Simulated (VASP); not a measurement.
Set up this calculation in VASP 6.6.1, as the native input.

| Quantity | Value |
| --- | --- |
| Task | single point |
| Functional | PBEsol |
| Dispersion | D3(BJ) |
| Potentials or basis | VASP PAW PBE potentials, release 64 (Hg) |
| Cutoff | 400 eV |
| k mesh | 2 × 2 × 2 |
| Occupations | fermi-dirac, width 0.1 eV |
| Spin | no spin polarisation |
| Dipole correction | no |
| Further INCAR settings | ALGO = Normal; EDIFF = 1e-06; NBANDS = 58 |

The structure of Hg lies in POSCAR:

```
Hg
1.0
   -3.7534720000      3.7534720000      3.8336900000
    3.7534720000     -3.7534720000      3.8336900000
    3.7534720000      3.7534720000     -3.8336900000
Hg
8
Direct
    0.2501054457      0.2490181856     -0.0021532064
    0.2494865747      0.2503070151      0.5031188457
    0.2459485367      0.7492879781      0.0010069344
    0.2549604178      0.7537547341      0.5002953266
    0.7487372141      0.2497662613      0.0022100871
    0.7459504798      0.2461288480      0.4954760552
    0.7539690546      0.7526490767      0.0015253877
    0.7508421463      0.7490879038      0.4985207030
```

One way to write it, as run:

INCAR

```
ALGO = Normal ; EDIFF = 1E-6
ENCUT = 400 ; GGA = PS
GGA_COMPAT = False ; ISIF = 2
ISMEAR = -1 ; IVDW = 12
LASPH = True ; LCHARG = True
LELF = True ; LREAL = False
LVHAR = True ; LWAVE = False
NBANDS = 58 ; NELM = 120
PREC = Accurate ; SIGMA = 0.1
```

KPOINTS

```
k-points
0
Gamma
  2 2 2
```

Potentials or basis: VASP PAW PBE potentials, release 64 (Hg).

Run with:

```bash
$ cat potpaw_PBE.64/Hg/POTCAR > POTCAR
$ mpirun -np 1 vasp_std > vasp.out
```

It gave:

```
Pressure                   : -5.9 GPa
Largest force              : 0.034 eV/Å
Band gap on the k mesh     : zero (bands 48 and 49 overlap by 0.28 eV)
Dispersion energy per atom : -0.366 eV
```

Caveat: the k points lie up to 0.59 Å⁻¹ apart; three body term missing; the PAW data sets were made with another functional, which shifts forces and pressure a little; spin-orbit coupling is left out, which moves the levels of the heavy elements.

It took 49 s on 1 thread of Intel(R) Xeon(R) Platinum 8488C (Sapphire Rapids), on a shared host, peak memory 0.32 GiB.
